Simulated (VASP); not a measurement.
Set up this calculation in VASP 6.6.1, as the native input.

```
Task                   : single point
Functional             : r2SCAN
Potentials or basis    : VASP PAW PBE potentials, release 64 (Ge_d, N, C)
Cutoff                 : 520 eV
k mesh                 : 9 × 9 × 9
Occupations            : fermi-dirac, width 0.05 eV
Spin                   : no spin polarisation
Dipole correction      : no
Further INCAR settings : ALGO = Normal; EDIFF = 1e-06; NBANDS = 22
```

GeCN2:

```
CELL_PARAMETERS angstrom
1.81740 1.04927 4.98673
-1.81740 1.04927 4.98673
0.00000 -2.09855 4.98673
ATOMIC_POSITIONS crystal
Ge 0.00000 0.00000 0.00000
N 0.58390 0.58390 0.58390
N 0.41610 0.41610 0.41610
C 0.50000 0.50000 0.50000
```

These files were run (other wordings do the same):

POSCAR

```
GeCN2
1.0
    1.8173955815      1.0492738282      4.9867272349
   -1.8173955815      1.0492738282      4.9867272349
    0.0000000000     -2.0985476564      4.9867272349
Ge N C
1 2 1
Direct
    0.0000000000      0.0000000000      0.0000000000
    0.5839044000      0.5839044000      0.5839044000
    0.4160956000      0.4160956000      0.4160956000
    0.5000000000      0.5000000000      0.5000000000
```

INCAR.step1

```
SYSTEM = GeCN2
  PREC = Accurate
  ENCUT = 520
  ISMEAR = -1
  SIGMA = 0.05
  LREAL = .False.
  LASPH = .True.
  NELM = 60
  NBANDS = 22
  GGA = PE
  ALGO = Normal
  EDIFF = 1E-4
  LWAVE = .True.
  LCHARG = .False.
```

INCAR.step2

```
SYSTEM = GeCN2
  PREC = Accurate
  ENCUT = 520
  EDIFF = 1E-6
  ISMEAR = -1
  SIGMA = 0.05
  LREAL = .False.
  LASPH = .True.
  NELM = 60
  ALGO = Normal
  ISIF = 2
  LWAVE = .False.
  LCHARG = .False.
  METAGGA = R2SCAN
  LMIXTAU = .True.
  NBANDS = 22
  ISTART = 1
```

KPOINTS

```
Automatic mesh
0
Gamma
  9 9 9
  0 0 0
```

Potentials or basis: VASP PAW PBE potentials, release 64 (Ge_d, N, C).

Launch:

```console
$ cat potpaw_PBE.64/Ge_d/POTCAR potpaw_PBE.64/N/POTCAR potpaw_PBE.64/C/POTCAR > POTCAR
$ cp INCAR.step1 INCAR
$ mpirun -np 1 vasp_std > vasp.out
$ cp INCAR.step2 INCAR
$ mpirun -np 1 vasp_std > vasp.out
```

Results of the run:

```json
{"Pressure": "-7.7 GPa", "Largest force": "1.364 eV/Å", "Band gap on the k mesh": "1.30 eV, indirect (least direct gap 2.26 eV)"}
```

Caveat: the PAW data sets were made with another functional, which shifts forces and pressure a little.

It took 4.6 min on 1 thread of Intel(R) Xeon(R) 6975P-C (Granite Rapids), with other jobs on the host, peak memory 0.33 GiB.
